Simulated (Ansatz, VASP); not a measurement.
# Two plane-wave programs on GaAs

The input INCAR:

```
PREC     = Accurate       # precision mode
ENCUT    = 500            # plane-wave cutoff, eV
EDIFF    = 1E-6           # SCF threshold, eV
ISMEAR   = -1             # smearing method
SIGMA    = 0.02           # smearing width, eV
LREAL    = False          # projectors in reciprocal space
LASPH    = True           # aspherical terms in the spheres
NELM     = 120            # most SCF steps
ALGO     = Normal         # electronic algorithm
ISIF     = 2              # what is computed and relaxed
LWAVE    = False          # write WAVECAR
LCHARG   = False          # write CHGCAR
GGA      = PE             # functional
NBANDS   = 16             # bands
GGA_COMPAT= False
```

File KPOINTS:

```
regular mesh
0
Gamma
  8 8 8
```

File POSCAR:

```
GaAs
1.0
    0.0000000000      2.6919974570      2.8330850947
    2.6919974570      0.0000000000      2.8330850947
    2.6919974570      2.6919974570      0.0000000000
Ga As
1 1
Direct
    0.0000000000      0.0000000000      0.0000000000
    0.2500000000      0.2500000000      0.2500000000
```

Input for Ansatz:

```yaml
crystal:
  lattice:
    - [0.0, 2.691997457, 2.8330850947]
    - [2.691997457, 0.0, 2.8330850947]
    - [2.691997457, 2.691997457, 0.0]
  atoms:
    - { symbol: Ga, position: [0.0, 0.0, 0.0] }
    - { symbol: As, position: [0.25, 0.25, 0.25] }
kpoints:
  mp_grid: { grid: [8, 8, 8] }
  band_path:
    path:
      - [0.0, 0.0, 0.0]
      - [-0.5, -0.5, 0.0]
      - [-0.375, -0.375, 0.25]
      - [-0.375, 0.0, 0.375]
      - [0.0, 0.0, 0.5]
      - [-0.5, -0.25, 0.25]
    npoints: 1
hamiltonian:
  xc: pbe
scf:
  occupations: { method: fermi_dirac, width: 0.02 }
  n_extra_bands: 4
output:
  forces: true
  stress: true
  eigenvalues: true
```

Change from the starting cell: biaxial_xy strain -5.0%.

Alike in both runs: task single point; functional PBE; k mesh 8 × 8 × 8; occupations fermi-dirac, width 0.02 eV; no spin polarisation.

|  | VASP | Ansatz |
| --- | --- | --- |
| version | VASP 6.6.1 | Ansatz 0.2.0 |
| potentials or method | VASP PAW PBE potentials, release 64 (Ga_d, As) | plane waves, PAW |
| plane-wave cutoff (eV) | 500 | 420 |
| valence electrons in the cell | 18 | 28 |

|  | VASP | Ansatz | Ansatz less VASP |
| --- | --- | --- | --- |
| gap on the k mesh at the Fermi level (eV) | 1.04 | 1.05 | +0.010 |
| pressure (GPa) | 12.4 | 12.2 | -0.25 |
| traceless stress, the component that is largest in VASP (GPa) | -2.24 | -2.24 | -0.006 |

VASP's potentials hold 18 valence electrons a cell and Ansatz's 28, so a difference there can come from the potentials and not from the codes.
